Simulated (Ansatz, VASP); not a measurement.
One calculation of SiO2, two programs

```
Si O
1.0
     4.84611    0.00000    0.00000
     0.00000    4.84611    0.00000
     0.00000    0.00000    7.61680
Si O
4 8
Direct
  0.00000 0.00000 0.00000
  0.00000 0.50000 0.25000
  0.50000 0.50000 0.50000
  0.50000 0.00000 0.75000
  0.09690 0.25000 0.12500
  0.25000 0.59690 0.37500
  0.75000 0.40310 0.37500
  0.90310 0.75000 0.12500
  0.59690 0.75000 0.62500
  0.75000 0.09690 0.87500
  0.25000 0.90310 0.87500
  0.40310 0.25000 0.62500
```

Alike in both runs: task single point; functional LDA; k mesh 6 × 6 × 4; occupations gaussian, width 0.02 eV; no spin polarisation.

|  | VASP | Ansatz |
| --- | --- | --- |
| version | VASP 6.6.1 | Ansatz 0.2.0 |
| potentials or method | VASP PAW LDA potentials, release 64 (Si, O), cutoff 520 eV | scalar-relativistic, plane waves, PAW |
| valence electrons in the cell | 64 | 64 |

VASP gave:

* gap on the k mesh at the Fermi level (eV): 5.63
* least direct gap on the mesh (eV): 5.63
* pressure (GPa): -0.7
* traceless stress, the component that is largest in VASP (GPa): -2.47
* rms of the force components (eV/Å): 0.012

What did Ansatz give for the same quantities?

gap on the k mesh at the Fermi level (eV): 5.63; least direct gap on the mesh (eV): 5.63; pressure (GPa): -1.3; traceless stress, the component that is largest in VASP (GPa): -2.55; rms of the force components (eV/Å): 0.000.

LDA's correlation is that of Perdew and Zunger in VASP and of Perdew and Wang (1992) in Ansatz. Atom by atom the forces differ by 0.012 eV/Å (rms over components).
